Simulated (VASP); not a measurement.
Here is a VASP 6.6.1 calculation.

Contents of POSCAR:

```
BeS
1.0
    0.0000000000      2.4410600707      2.4410600707
    2.4410600707      0.0000000000      2.4410600707
    2.4410600707      2.4410600707      0.0000000000
S Be
1 1
Direct
    0.7500000000      0.7500000000      0.7500000000
    0.0000000000      0.0000000000      0.0000000000
```

The input INCAR.step1:

```
SYSTEM = BeS
ALGO     = Normal         ! electronic algorithm
EDIFF    = 1E-4           ! SCF threshold, eV
ENCUT    = 520            ! plane-wave cutoff, eV
GGA      = PE             ! functional
ISMEAR   = -1             ! smearing method
LASPH    = .True.         ! aspherical terms in the spheres
LCHARG   = .False.        ! write CHGCAR
LREAL    = .False.        ! projectors in reciprocal space
LWAVE    = .True.         ! write WAVECAR
NBANDS   = 11             ! bands
NELM     = 80             ! most SCF steps
PREC     = Accurate       ! precision mode
SIGMA    = 0.05           ! smearing width, eV
```

The input INCAR.step2:

```
SYSTEM = BeS
ALGO     = Normal         ! electronic algorithm
EDIFF    = 1E-6           ! SCF threshold, eV
ENCUT    = 520            ! plane-wave cutoff, eV
ISIF     = 2              ! what is computed and relaxed
ISMEAR   = -1             ! smearing method
ISTART   = 1            
LASPH    = .True.         ! aspherical terms in the spheres
LCHARG   = .True.         ! write CHGCAR
LELF     = .True.         ! ELF
LMIXTAU  = .True.       
LREAL    = .False.        ! projectors in reciprocal space
LVHAR    = .True.       
LWAVE    = .False.        ! write WAVECAR
METAGGA  = R2SCAN         ! meta-GGA
NBANDS   = 11             ! bands
NELM     = 80             ! most SCF steps
PREC     = Accurate       ! precision mode
SIGMA    = 0.05           ! smearing width, eV
```

File KPOINTS:

```
k-points
0
Gamma
  9 9 9
  0 0 0
```

Potentials or basis: VASP PAW PBE potentials, release 64 (S, Be).

Launch:

```bash
$ cat potpaw_PBE.64/S/POTCAR potpaw_PBE.64/Be/POTCAR > POTCAR
$ cp INCAR.step1 INCAR
$ mpirun -np 1 vasp_std > vasp.out
$ cp INCAR.step2 INCAR
$ mpirun -np 1 vasp_std > vasp.out
```

Q: What does it give for the pressure?

A: -0.5 GPa.

Q: What does it give for the band gap on the k mesh?

A: 3.71 eV, indirect (least direct gap 6.27 eV).

Caveat: the PAW data sets were made with another functional, which shifts forces and pressure a little. A k mesh can miss the band edges.
